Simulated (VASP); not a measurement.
Set up this calculation in VASP 6.6.1, as the native input.

- Task: single point
- Functional: r2SCAN
- Potentials or basis: VASP PAW PBE potentials, release 64 (K_sv, Ta_pv, O)
- Cutoff: 520 eV
- k mesh: 6 × 6 × 6
- Occupations: gaussian, width 0.05 eV
- Spin: no spin polarisation
- Dipole correction: no
- Further INCAR settings: ALGO = Normal; EDIFF = 1e-07; NBANDS = 27

The system is KTaO3.

```
K Ta O
1.0
     4.38713    0.00000    0.00000
     0.00000    3.98830    0.00000
     0.00000    0.00000    3.98830
K Ta O
1 1 3
Direct
  0.50000 0.50000 0.50000
  0.00000 0.00000 0.00000
  0.50000 0.00000 0.00000
  0.00000 0.50000 0.00000
  0.00000 0.00000 0.50000
```

This cell differs from its parent crystal: strain +0.1000 x Voigt [1, 0, 0, 0, 0, 0].

One way to write it, as run:

POSCAR

```
KTaO3
1.0
    4.3871300000      0.0000000000      0.0000000000
    0.0000000000      3.9883000000      0.0000000000
    0.0000000000      0.0000000000      3.9883000000
K Ta O
1 1 3
Direct
    0.5000000000      0.5000000000      0.5000000000
    0.0000000000      0.0000000000      0.0000000000
    0.5000000000      0.0000000000      0.0000000000
    0.0000000000      0.5000000000      0.0000000000
    0.0000000000      0.0000000000      0.5000000000
```

INCAR.step1

```
SYSTEM = KTaO3
PREC = Accurate
ENCUT = 520
ISMEAR = 0
SIGMA = 0.05
LREAL = .FALSE.
LASPH = .TRUE.
NELM = 100
NBANDS = 27
GGA = PE
ALGO = Normal
EDIFF = 1E-4
LWAVE = .TRUE.
LCHARG = .FALSE.
```

INCAR.step2

```
SYSTEM = KTaO3
PREC = Accurate
ENCUT = 520
EDIFF = 1E-7
ISMEAR = 0
SIGMA = 0.05
LREAL = .FALSE.
LASPH = .TRUE.
NELM = 100
ALGO = Normal
ISIF = 2
LWAVE = .FALSE.
LCHARG = .FALSE.
METAGGA = R2SCAN
LMIXTAU = .TRUE.
NBANDS = 27
ISTART = 1
```

KPOINTS

```
Automatic mesh
0
G
  6 6 6
  0 0 0
```

Potentials or basis: VASP PAW PBE potentials, release 64 (K_sv, Ta_pv, O).

Command:

```bash
$ cat potpaw_PBE.64/K_sv/POTCAR potpaw_PBE.64/Ta_pv/POTCAR potpaw_PBE.64/O/POTCAR > POTCAR
$ cp INCAR.step1 INCAR
$ mpirun -np 1 vasp_std > vasp.out
$ cp INCAR.step2 INCAR
$ mpirun -np 1 vasp_std > vasp.out
```

It gave:

```yaml
Pressure: -12.7 GPa
Band_gap_on_the_k_mesh: 2.19 eV, indirect (least direct gap 2.63 eV)
```

Caveat: the cell differs from its parent crystal (strain +0.1000 x Voigt [1, 0, 0, 0, 0, 0]); the PAW data sets were made with another functional, which shifts forces and pressure a little; spin-orbit coupling is left out, which moves the levels of the heavy elements.

Run time: 3.2 min on 1 thread of Intel(R) Xeon(R) Platinum 8488C (Sapphire Rapids), with other jobs on the host, peak memory 0.23 GiB.
